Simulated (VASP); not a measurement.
# HfN (Cm) in VASP: notebook, part 2 of 2

VASP 6.6.1. Earlier steps stand in the parts before.

**3. Single point, PBEsol (atoms displaced along a vibrational mode)**

The input, INCAR:

```
SYSTEM = HfN
  PREC = Accurate
  ENCUT = 520
  EDIFF = 1E-6
  ISMEAR = 0
  SIGMA = 0.15
  LREAL = .FALSE.
  LASPH = .TRUE.
  NELM = 100
  ALGO = Fast
  ISIF = 2
  LWAVE = .FALSE.
  LCHARG = .FALSE.
  GGA = PS
  NBANDS = 23
```

The input, KPOINTS:

```
regular mesh
0
G
  18 18 12
  0 0 0
```

The input, POSCAR:

```
HfN
1.0
    0.0000000000     -2.4335341244     -2.4335341244
    0.0000000000      2.4335341244     -2.4335341244
    4.8670682487      0.0000000000      0.0000000000
Hf N
2 2
Direct
    0.4954394874      0.5000000000      0.5000000000
   -0.0045605126      0.0000000000      0.0000000000
    0.0581135702      0.5000000000      0.2500000000
    0.5581135702      0.0000000000      0.7500000000
```

Potentials or basis: VASP PAW PBE potentials, release 64 (Hf_pv, N).

Launch:

```sh
$ cat potpaw_PBE.64/Hf_pv/POTCAR potpaw_PBE.64/N/POTCAR > POTCAR
$ mpirun -np 1 vasp_std > vasp.out
```

OUTCAR:

```text
SYSTEM = HfN
   PREC = Accurate
   ENCUT = 520
   EDIFF = 1E-6
   ISMEAR = 0
   LREAL = .FALSE.
   LASPH = .TRUE.
   NELM = 100
   ISIF = 2
   GGA = PS

 ion  position               nearest neighbor table
   1  0.495  0.500  0.500-   3 1.94   4 2.12   4 2.12   3 2.29   2 3.44   2 3.44   2 3.44   2 3.44
                             2 3.44   2 3.44   2 3.44   2 3.44
   2  0.995  0.000  0.000-   4 1.94   3 2.12   3 2.12   4 2.29   1 3.44   1 3.44   1 3.44   1 3.44
                             1 3.44   1 3.44   1 3.44   1 3.44
   3  0.058  0.500  0.250-   1 1.94   2 2.12   2 2.12   1 2.29
   4  0.558  0.000  0.750-   2 1.94   1 2.12   1 2.12   2 2.29

[... 844 lines left out ...]
  -------------------------------------------------------------------------------------
  Total        2.0482284      1.3549165      1.3549165     -3.8485169      1.3585067     -3.8485158
  in kB       56.9267836     37.6574401     37.6574401   -106.9625298     37.7572238   -106.9624992
  external PRESSURE =      44.0805546 kB  Pullay stress =       0.0000000 kB

 VOLUME and BASIS-vectors are now :
 -----------------------------------------------------------------------------
  energy-cutoff  :      520.00
  volume of cell :       57.65
      direct lattice vectors                 reciprocal lattice vectors
     0.000000000 -2.433534124 -2.433534124     0.000000000 -0.205462498 -0.205462498
     0.000000000  2.433534124 -2.433534124     0.000000000  0.205462498 -0.205462498
     4.867068249  0.000000000  0.000000000     0.205462498  0.000000000  0.000000000

 POSITION                                       TOTAL-FORCE (eV/Angst)
 -----------------------------------------------------------------------------------
      2.43353      0.01110     -2.42244         0.898717     -2.061424     -2.061424
      0.00000     -2.42244     -2.42244         0.898717     -2.061424     -2.061424
      1.21677      1.07535     -1.35819        -0.898717      2.061424      2.061424
      3.65030     -1.35819     -1.35819        -0.898717      2.061424      2.061424
 -----------------------------------------------------------------------------------
    total drift:                               -0.000107      0.000843      0.000843

  FREE ENERGIE OF THE ION-ELECTRON SYSTEM (eV)
  ---------------------------------------------------
  free  energy   TOTEN  =       -43.9324412936 eV

  energy  without entropy=      -43.9162173240  energy(sigma->0) =      -43.92432931
```

OSZICAR:

```text
N       E                     dE             d eps       ncg     rms          rms(c)
DAV:   1     0.126226243414E+03    0.12623E+03   -0.16207E+04 50616   0.126E+03
DAV:   2    -0.431169317577E+02   -0.16934E+03   -0.16108E+03 66988   0.312E+02
DAV:   3    -0.507172531515E+02   -0.76003E+01   -0.75302E+01 65562   0.541E+01
DAV:   4    -0.507983540157E+02   -0.81101E-01   -0.81029E-01 60434   0.633E+00
DAV:   5    -0.507996815238E+02   -0.13275E-02   -0.13271E-02 68511   0.701E-01    0.849E+01
RMM:   6    -0.439331684445E+02    0.68665E+01   -0.24752E+01 51885   0.204E+01    0.586E+01
RMM:   7    -0.438877376960E+02    0.45431E-01   -0.26391E+00 56864   0.117E+01    0.232E+01
RMM:   8    -0.439386505939E+02   -0.50913E-01   -0.67484E-01 62714   0.354E+00    0.308E+00
RMM:   9    -0.439313408803E+02    0.73097E-02   -0.97130E-02 56985   0.185E+00    0.115E+00
RMM:  10    -0.439324429575E+02   -0.11021E-02   -0.17159E-02 68484   0.578E-01    0.401E-01
RMM:  11    -0.439325057061E+02   -0.62749E-04   -0.19634E-03 68244   0.182E-01    0.259E-01
RMM:  12    -0.439328676738E+02   -0.36197E-03   -0.27945E-03 58800   0.236E-01    0.225E-01
RMM:  13    -0.439324276162E+02    0.44006E-03   -0.83545E-04 59510   0.175E-01    0.964E-02
RMM:  14    -0.439324396655E+02   -0.12049E-04   -0.20053E-04 64241   0.614E-02    0.215E-02
RMM:  15    -0.439324421476E+02   -0.24821E-05   -0.13329E-05 55549   0.218E-02    0.223E-02
RMM:  16    -0.439324412936E+02    0.85393E-06   -0.32965E-06 55195   0.670E-03
   1 F= -.43932441E+02 E0= -.43924329E+02  d E =-.162240E-01
```

Run time: 27 min. Hardware: 1 thread of Oxide Virtual Turin-like, shared host; peak memory 1.1 GiB.

Results:

- Free energy: -43.9324 eV
- Pressure: 4.4 GPa
- Largest force: 3.051 eV/Å
- Band gap on the k mesh: zero (bands 15 and 16 overlap by 2.89 eV)

Forces on the atoms (eV/Å):
```
Hf   0.899 -2.061 -2.061
Hf   0.899 -2.061 -2.061
N   -0.899  2.061  2.061
N   -0.899  2.061  2.061
```

Caveat: the cell differs from its parent crystal (atoms displaced along a vibrational mode); the cell stands under pressure; the PAW data sets were made with another functional, which shifts forces and pressure a little; spin-orbit coupling is left out, which moves the levels of the heavy elements.
